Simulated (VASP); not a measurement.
# KF (P4/mmm) in VASP: a series of runs

Runs on KF. Level: PBE. Tasks: single point.

All numbers are computed with VASP 6.6.1; they aren't measurements. Logs are shortened: lines on timing, memory, paths and dates and some standing lists are left out, and cuts for length are marked.

## 1. The cell of the first run

The structure is tetragonal, space group P4/mmm (No. 123). The conventional cell has a = 2.986 Å, b = 2.986 Å, c = 3.882 Å, α = 90.00°, β = 90.00°, γ = 90.00°. Within 3.8 Å of K (site symmetry 4/mmm) lie 8 F at 2.87 Å and 4 K at 2.99 Å. Within 3.8 Å of F (site symmetry 4/mmm) lie 8 K at 2.87 Å and 4 F at 2.99 Å.

## 2. Single point, PBE

INCAR

```
PREC = Accurate ; ENCUT = 520
EDIFF = 1E-7 ; ISMEAR = 0
SIGMA = 0.05 ; LREAL = F
LASPH = T ; NELM = 100
ALGO = Normal ; ISIF = 2
LWAVE = F ; LCHARG = F
GGA = PE ; NBANDS = 15
```

KPOINTS

```
regular mesh
0
Gamma
  8 8 8
```

POSCAR

```
KF
1.0
    2.9860511742      0.0000000000      0.0000000000
    0.0000000000      2.9860511742      0.0000000000
    0.0000000000      0.0000000000      3.8818665265
K F
1 1
Direct
    0.0000000000      0.0000000000      0.0000000000
    0.5000000000      0.5000000000      0.5000000000
```

Potentials or basis: VASP PAW PBE potentials, release 64 (K_sv, F).

Started as:

```console
$ cat potpaw_PBE.64/K_sv/POTCAR potpaw_PBE.64/F/POTCAR > POTCAR
$ mpirun -np 1 vasp_std > vasp.out
```

OUTCAR:

```text
PREC = Accurate
   ENCUT = 520
   EDIFF = 1E-7
   ISMEAR = 0
   LREAL = F
   LASPH = T
   NELM = 100
   ISIF = 2
   GGA = PE

 ion  position               nearest neighbor table
   1  0.000  0.000  0.000-
   2  0.500  0.500  0.500-

  LATTYP: Found a simple tetragonal cell.
 ALAT       =     2.9860511742
 C/A-ratio  =     1.3000000000

  Lattice vectors:

 A1 = (   2.9860511742,   0.0000000000,   0.0000000000)
 A2 = (   0.0000000000,   2.9860511742,   0.0000000000)
 A3 = (   0.0000000000,   0.0000000000,   3.8818665265)

Analysis of symmetry for initial positions (statically):
=====================================================================
 Subroutine PRICEL returns:
 Original cell was already a primitive cell.

 Routine SETGRP: Setting up the symmetry group for a
 simple tetragonal supercell.

 Subroutine GETGRP returns: Found 16 space group operations
 (whereof 16 operations were pure point group operations)
 out of a pool of 16 trial point group operations.

The static configuration has the point symmetry D_4h.

Analysis of symmetry for dynamics (positions and initial velocities):
=====================================================================
 Subroutine PRICEL returns:
 Original cell was already a primitive cell.

 Routine SETGRP: Setting up the symmetry group for a
 simple tetragonal supercell.

 Subroutine GETGRP returns: Found 16 space group operations
 (whereof 16 operations were pure point group operations)
 out of a pool of 16 trial point group operations.

The dynamic configuration has the point symmetry D_4h.

 Subroutine INISYM returns: Found 16 space group operations
 (whereof 16 operations are pure point group operations),
 and found     1 'primitive' translations

----------------------------------------------------------------------------------------

                                     Primitive cell

  volume of cell :      34.6127

  direct lattice vectors                    reciprocal lattice vectors
     2.986051174  0.000000000  0.000000000     0.334890443  0.000000000  0.000000000
     0.000000000  2.986051174  0.000000000     0.000000000  0.334890443  0.000000000
     0.000000000  0.000000000  3.881866527     0.000000000  0.000000000  0.257608033

  length of vectors
     2.986051174  2.986051174  3.881866527     0.334890443  0.334890443  0.257608033

  position of ions in fractional coordinates (direct lattice)
     0.000000000  0.000000000  0.000000000
     0.500000000  0.500000000  0.500000000

  ion indices of the primitive-cell ions
   primitive index   ion index
                 1           1
                 2           2

----------------------------------------------------------------------------------------

 KPOINTS: regular mesh

Automatic generation of k-mesh.
 Grid dimensions read from file:
 generate k-points for:    8    8    8

 Generating k-lattice:

  Cartesian coordinates                     Fractional coordinates (reciprocal lattice)
     0.041861305  0.000000000  0.000000000     0.125000000  0.000000000  0.000000000
     0.000000000  0.041861305  0.000000000     0.000000000  0.125000000  0.000000000
     0.000000000  0.000000000  0.032201004     0.000000000  0.000000000  0.125000000

  Length of vectors
     0.041861305  0.041861305  0.032201004

  Shift w.r.t. Gamma in fractional coordinates (k-lattice)
     0.000000000  0.000000000  0.000000000

 Subroutine IBZKPT returns following result:
 ===========================================

 Found     75 irreducible k-points:

 Following reciprocal coordinates:
            Coordinates               Weight
  0.000000  0.000000  0.000000      1.000000
  0.125000  0.000000  0.000000      4.000000
  0.250000  0.000000  0.000000      4.000000
  0.375000  0.000000  0.000000      4.000000
  0.500000  0.000000  0.000000      2.000000
  0.125000  0.125000  0.000000      4.000000
[... 16 lines left out ...]
  0.375000  0.125000  0.125000     16.000000
  0.500000  0.125000  0.125000      8.000000
 [... further k-points ...]
   k-points           NKPTS =     75   k-points in BZ     NKDIM =     75   number of bands    NBANDS=     15
   number of dos      NEDOS =    301   number of ions     NIONS =      2
   total plane-waves  NPLWV =  17280
   dimension x,y,z NGX =    24 NGY =   24 NGZ =   30
   dimension x,y,z NGXF=    48 NGYF=   48 NGZF=   60
   ions per type =               1   1
   NGX,Y,Z   is equivalent  to a cutoff of  13.36, 13.36, 12.85 a.u.
   NGXF,Y,Z  is equivalent  to a cutoff of  26.72, 26.72, 25.70 a.u.
 SYSTEM =  unknown system
   PREC   = accura    normal or accurate (medium, high low for compatibility)
   ISTART =      0    job   : 0-new  1-cont  2-samecut
   ICHARG =      2    charge: 1-file 2-atom 10-const
   ISPIN  =      1    spin polarized calculation?
   LNONCOLLINEAR =      F non collinear calculations
   LSORBIT =      F    spin-orbit coupling
   LASPH  =      T    aspherical Exc in radial PAW
   ENCUT  =  520.0 eV  38.22 Ry    6.18 a.u.   5.55  5.55  7.22*2*pi/ulx,y,z
   NELM   =    100;   NELMIN=  2; NELMDL= -5     # of ELM steps
   EDIFF  = 0.1E-06   stopping-criterion for ELM
   LREAL  =      F    real-space projection
   EDIFFG = 0.1E-05   stopping-criterion for IOM
   NSW    =      0    number of steps for IOM
   IBRION =     -1    ionic relax: 0-MD 1-quasi-New 2-CG
   NFREE  =      0    steps in history (QN), initial steepest desc. (CG)
   ISIF   =      2    stress and relaxation
   ISYM   =      2    0-nonsym 1-usesym 2-fastsym
   POTIM  = 0.5000    time-step for ionic-motion
   TEBEG  =    0.0;   TEEND  =   0.0 temperature during run
   PSTRESS=    0.0 pullay stress
   NELECT =      16.0000    total number of electrons
   NUPDOWN=      -1.0000    fix difference up-down
   EMIN   =  10.00;   EMAX   =-10.00  energy-range for DOS
   EFERMI =   0.00;   METHOD = LEGACY
   ISMEAR =     0;   SIGMA  =   0.05  broadening in eV -4-tet -1-fermi 0-gaus
   EFERMI_NEDOS =   21; number of points for ismear=-14 and -15
   IALGO  =     38    algorithm
   IMIX   =      4    mixing-type and parameters
     AMIX     =   0.40;   BMIX     =  1.00
     AMIX_MAG =   1.60;   BMIX_MAG =  1.00
  volume/ion in A,a.u.               =      17.31       116.79
  Fermi-wavevector in a.u.,A,eV,Ry     =   1.265814  2.392041 21.800402  1.602284
  Thomas-Fermi vector in A             =   2.399047
   LORBIT       =      0    0 simple, 1 ext, 2 COOP (PROOUT), +10 PAW based schemes
   GGA     = PE    functional components
   LHFCALC =     F    Hartree Fock is set to
   AEXX    =    0.0000 exact exchange contribution
   IVDW    =     0    specifies the selected vdW correction
   LEPSILON=     F    determine dielectric tensor
   LRPA    =     F    only Hartree local field effects (RPA)
 non-spin polarized calculation
 Gauss-broadening in eV      SIGMA  =   0.05
  energy-cutoff  :      520.00
  volume of cell :       34.61
 maximum number of plane-waves:       946
 NGX is ok and might be reduce to    24

 number of electron      16.0000001 magnetization

 Free energy of the ion-electron system (eV)
  ---------------------------------------------------
  ext. energy  EPLUGINS =         0.00000000
  ---------------------------------------------------
  free energy    TOTEN  =        -7.64815510 eV

  energy without entropy =       -7.64815510  energy(sigma->0) =       -7.64815510

 E-fermi :  -0.9886     XC(G=0):  -9.0340

 val. band max:       -1.3042954618   @ k =   0.5000   0.0000   0.5000
 cond. band min:       3.8384265717   @ k =   0.0000   0.0000   0.0000
 fundamental gap:      5.1427220335
 Fermi energy:        -0.9885782695

 k-point     1 :       0.0000    0.0000    0.0000
  band No.  band energies     occupation
      1     -29.5974      2.00000
      2     -20.6217      2.00000
      3     -12.7547      2.00000
      4     -12.2844      2.00000
      5     -12.2844      2.00000
      6      -2.2374      2.00000
      7      -1.4046      2.00000
      8      -1.4046      2.00000
      9       3.8384      0.00000
     10       5.9728      0.00000
     11       6.1995      0.00000
     12      11.3693      0.00000
     13      11.3693      0.00000
     14      12.5203      0.00000
     15      15.2716      0.00000

 k-point     2 :       0.1250    0.0000    0.0000
  band No.  band energies     occupation
      1     -29.5610      2.00000
      2     -20.6094      2.00000
      3     -12.7174      2.00000
      4     -12.5213      2.00000
      5     -12.2606      2.00000
      6      -2.2627      2.00000
      7      -1.6859      2.00000
      8      -1.3963      2.00000
      9       4.3190      0.00000
     10       6.2780      0.00000
     11       6.5713      0.00000
     12      10.7576      0.00000
     13      11.4488      0.00000
     14      12.0057      0.00000
     15      15.6461      0.00000

 k-point     3 :       0.2500    0.0000    0.0000
  band No.  band energies     occupation
      1     -29.4712      2.00000
      2     -20.5811      2.00000
      3     -13.0558      2.00000
      4     -12.6253      2.00000
      5     -12.2026      2.00000
      6      -2.3293      2.00000
      7      -2.2796      2.00000
      8      -1.3773      2.00000
      9       5.3759      0.00000
     10       6.9674      0.00000
     11       7.6846      0.00000
     12       9.7123      0.00000
     13      11.0083      0.00000
     14      11.6500      0.00000
     15      16.0208      0.00000
[... 343 lines left out ...]
 k-point    23 :       0.3750    0.1250    0.1250
  band No.  band energies     occupation
      1     -29.3429      2.00000
      2     -20.5277      2.00000
      3     -13.5383      2.00000
      4     -12.5296      2.00000
      5     -12.3784      2.00000
      6      -2.6768      2.00000
      7      -2.3630      2.00000
      8      -1.5377      2.00000
      9       6.7320      0.00000
     10       7.7951      0.00000
     11       8.5395      0.00000
     12       8.8965      0.00000
     13      10.6087      0.00000
     14      10.9003      0.00000
     15      16.1748      0.00000

 k-point    24 :       0.5000    0.1250    0.1250
  band No.  band energies     occupation
      1     -29.3045      2.00000
      2     -20.5132      2.00000
      3     -13.7336      2.00000
      4     -12.4969      2.00000
      5     -12.3529      2.00000
      6      -2.8479      2.00000
      7      -2.3822      2.00000
      8      -1.5180      2.00000
      9       7.3483      0.00000
     10       7.4723      0.00000
     11       8.5623      0.00000
     12       8.7763      0.00000
     13      10.9109      0.00000
     14      11.2489      0.00000
     15      15.8214      0.00000

 [... further k-points ...]
[... 5 lines left out ...]
  --------------------------------------------------------------------------------------
  -------------------------------------------------------------------------------------
  Total        1.8346214      1.8346214     -3.5242359      0.0000000      0.0000000      0.0000000
  in kB       84.9223388     84.9223388   -163.1324893      0.0000000      0.0000000      0.0000000
  external PRESSURE =       2.2373961 kB  Pullay stress =       0.0000000 kB

 VOLUME and BASIS-vectors are now :
 -----------------------------------------------------------------------------
  energy-cutoff  :      520.00
  volume of cell :       34.61
      direct lattice vectors                 reciprocal lattice vectors
     2.986051174  0.000000000  0.000000000     0.334890443  0.000000000  0.000000000
     0.000000000  2.986051174  0.000000000     0.000000000  0.334890443  0.000000000
     0.000000000  0.000000000  3.881866527     0.000000000  0.000000000  0.257608033

 POSITION                                       TOTAL-FORCE (eV/Angst)
 -----------------------------------------------------------------------------------
      0.00000      0.00000      0.00000         0.000000      0.000000      0.000000
      1.49303      1.49303      1.94093         0.000000      0.000000      0.000000
 -----------------------------------------------------------------------------------
    total drift:                                0.000000      0.000000     -0.000000

  FREE ENERGIE OF THE ION-ELECTRON SYSTEM (eV)
  ---------------------------------------------------
  free  energy   TOTEN  =        -7.6481550976 eV

  energy  without entropy=       -7.6481550976  energy(sigma->0) =       -7.64815510
```

Run time: 38 s. Hardware: 1 thread of Intel Xeon Platinum 8259CL at 2.50GHz (Skylake/Cascade Lake), shared host; peak memory 0.16 GiB.

Results:

| Item | Value |
| --- | --- |
| Free energy | -7.6482 eV |
| Pressure | 0.2 GPa |
| Band gap on the k mesh | 5.14 eV, indirect (least direct gap 5.24 eV) |

Levels at points of the mesh, in eV from the valence-band top:
| k point | band 6 | band 7 | band 8 | band 9 | band 10 | band 11 |
| --- | --- | --- | --- | --- | --- | --- |
| (0.00, 0.00, 0.00) | -0.93 | -0.10 | -0.10 | 5.14 | 7.28 | 7.50 |
| (0.50, 0.00, 0.00) | -1.69 | -1.13 | -0.05 | 8.04 | 9.92 | 9.99 |
| (0.50, 0.50, 0.00) | -1.08 | -1.08 | -0.76 | 5.91 | 9.35 | 9.41 |
| (0.00, 0.00, 0.50) | -1.69 | -0.18 | -0.18 | 6.94 | 7.51 | 9.66 |
| (0.50, 0.00, 0.50) | -1.25 | -0.98 | 0.00 | 7.69 | 7.86 | 10.93 |
| (0.50, 0.50, 0.50) | -1.39 | -1.39 | -1.34 | 7.31 | 9.90 | 9.90 |

## 3. Single point, PBE

This run uses another cell than the first one, of the same volume but with other edges.

INCAR

```
PREC = Accurate
ENCUT = 520
EDIFF = 1E-7
ISMEAR = 0
SIGMA = 0.05
LREAL = False
LASPH = True
NELM = 60
ALGO = Normal
ISIF = 2
LWAVE = False
LCHARG = False
GGA = PE
NBANDS = 15
```

KPOINTS is that of step 2.

POSCAR

```
KF
1.0
    3.3508044840      0.0000000000      0.0000000000
    0.0000000000      3.3508044840      0.0000000000
    0.0000000000      0.0000000000      3.0827401253
K F
1 1
Direct
    0.0000000000      0.0000000000      0.0000000000
    0.5000000000      0.5000000000      0.5000000000
```

Potentials or basis: VASP PAW PBE potentials, release 64 (K_sv, F).

Started as:

```console
$ cat potpaw_PBE.64/K_sv/POTCAR potpaw_PBE.64/F/POTCAR > POTCAR
$ mpirun -np 1 vasp_std > vasp.out
```

OUTCAR:

```text
PREC = Accurate
   ENCUT = 520
   EDIFF = 1E-7
   ISMEAR = 0
   LREAL = False
   LASPH = True
   NELM = 60
   ISIF = 2
   GGA = PE

 ion  position               nearest neighbor table
   1  0.000  0.000  0.000-   2 2.83   2 2.83   2 2.83   2 2.83   2 2.83   2 2.83   2 2.83   2 2.83

   2  0.500  0.500  0.500-   1 2.83   1 2.83   1 2.83   1 2.83   1 2.83   1 2.83   1 2.83   1 2.83

  LATTYP: Found a simple tetragonal cell.
 ALAT       =     3.3508044840
 C/A-ratio  =     0.9200000000

[... 622 lines left out ...]
------------------------ aborting loop because EDIFF is reached ----------------------------------------

  FORCE on cell =-STRESS in cart. coord.  units (eV):
  Direction    XX          YY          ZZ          XY          YZ          ZX
  --------------------------------------------------------------------------------------
  -------------------------------------------------------------------------------------
  Total       -0.5125859     -0.5125859      1.0489578      0.0000000      0.0000000      0.0000000
  in kB      -23.7269638    -23.7269638     48.5549489      0.0000000      0.0000000      0.0000000
  external PRESSURE =       0.3670071 kB  Pullay stress =       0.0000000 kB

 VOLUME and BASIS-vectors are now :
 -----------------------------------------------------------------------------
  energy-cutoff  :      520.00
  volume of cell :       34.61
      direct lattice vectors                 reciprocal lattice vectors
     3.350804484  0.000000000  0.000000000     0.298435795  0.000000000  0.000000000
     0.000000000  3.350804484  0.000000000     0.000000000  0.298435795  0.000000000
     0.000000000  0.000000000  3.082740125     0.000000000  0.000000000  0.324386734

 POSITION                                       TOTAL-FORCE (eV/Angst)
 -----------------------------------------------------------------------------------
      0.00000      0.00000      0.00000         0.000000      0.000000      0.000000
      1.67540      1.67540      1.54137         0.000000      0.000000      0.000000
 -----------------------------------------------------------------------------------
    total drift:                                0.000000      0.000000      0.000000

  FREE ENERGIE OF THE ION-ELECTRON SYSTEM (eV)
  ---------------------------------------------------
  free  energy   TOTEN  =        -8.0506646700 eV

  energy  without entropy=       -8.0506646700  energy(sigma->0) =       -8.05066467
```

Wall time 44 s (1 thread of Intel Xeon Platinum 8259CL at 2.50GHz (Skylake/Cascade Lake), shared host); peak memory 0.17 GiB.

What came out:

```yaml
Free_energy: -8.0507 eV
Pressure: 0.0 GPa
Band_gap_on_the_k_mesh: 6.01 eV, indirect (least direct gap 6.05 eV)
```

Levels at points of the mesh, in eV from the valence-band top:
| k point | band 6 | band 7 | band 8 | band 9 | band 10 | band 11 |
| --- | --- | --- | --- | --- | --- | --- |
| (0.00, 0.00, 0.00) | -0.34 | -0.34 | -0.04 | 6.01 | 7.93 | 8.14 |
| (0.50, 0.00, 0.00) | -1.42 | -0.50 | -0.12 | 8.72 | 9.08 | 10.49 |
| (0.50, 0.50, 0.00) | -0.81 | -0.81 | 0.00 | 8.47 | 8.64 | 12.24 |
| (0.00, 0.00, 0.50) | -1.44 | -0.43 | -0.43 | 9.30 | 9.56 | 10.91 |
| (0.50, 0.00, 0.50) | -0.89 | -0.77 | -0.27 | 7.97 | 8.90 | 11.00 |
| (0.50, 0.50, 0.50) | -1.27 | -1.20 | -1.20 | 9.84 | 9.84 | 10.76 |

 A k mesh can miss the band edges.

(Continued in part 2 of 2.)
